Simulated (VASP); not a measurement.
Wanted: the native input for a VASP 6.6.1 run.

```yaml
Task: single point
Functional: LDA
Potentials_or_basis: VASP PAW LDA potentials, release 64 (Sb_d_GW)
Cutoff: 500 eV
k_mesh: 8 × 8 × 8
Occupations: fermi-dirac, width 0.05 eV
Spin: no spin polarisation
Dipole_correction: no
Further_INCAR_settings: ALGO = Normal; EDIFF = 1e-06; NBANDS = 22
```

The structure of Sb lies in POSCAR:

```
Sb
1.0
    2.1487186981      1.2405633187      3.6559807365
   -2.1487186981      1.2405633187      3.6559807365
    0.0000000000     -2.4811266375      3.6559807365
Sb
2
Direct
    0.7646387246      0.7646387246      0.7646387246
    0.2353612754      0.2353612754      0.2353612754
```

One way to write it, as run:

INCAR

```
SYSTEM = Sb
PREC     = Accurate       ! precision mode
ENCUT    = 500            ! plane-wave cutoff, eV
EDIFF    = 1E-6           ! SCF threshold, eV
ISMEAR   = -1             ! smearing method
SIGMA    = 0.05           ! smearing width, eV
LREAL    = .FALSE.        ! projectors in reciprocal space
LASPH    = .TRUE.         ! aspherical terms in the spheres
NELM     = 120            ! most SCF steps
ALGO     = Normal         ! electronic algorithm
ISIF     = 2              ! what is computed and relaxed
LWAVE    = .FALSE.        ! write WAVECAR
LCHARG   = .FALSE.        ! write CHGCAR
NBANDS   = 22             ! bands
GGA_COMPAT= .FALSE.
```

KPOINTS

```
Automatic mesh
0
G
  8 8 8
  0 0 0
```

Potentials or basis: VASP PAW LDA potentials, release 64 (Sb_d_GW).

Command:

```sh
$ cat potpaw_LDA.64/Sb_d_GW/POTCAR > POTCAR
$ mpirun -np 1 vasp_std > vasp.out
```

It gave:

The pressure is 0.0 GPa. The largest force is 0.019 eV/Å. The band gap on the k mesh is zero (bands 15 and 16 overlap by 0.24 eV).

Caveat: spin-orbit coupling is left out, which moves the levels of the heavy elements.

Wall time 52 s on 1 thread of AMD EPYC 7R13 Processor (Zen 3), with other jobs on the host, peak memory 0.18 GiB.
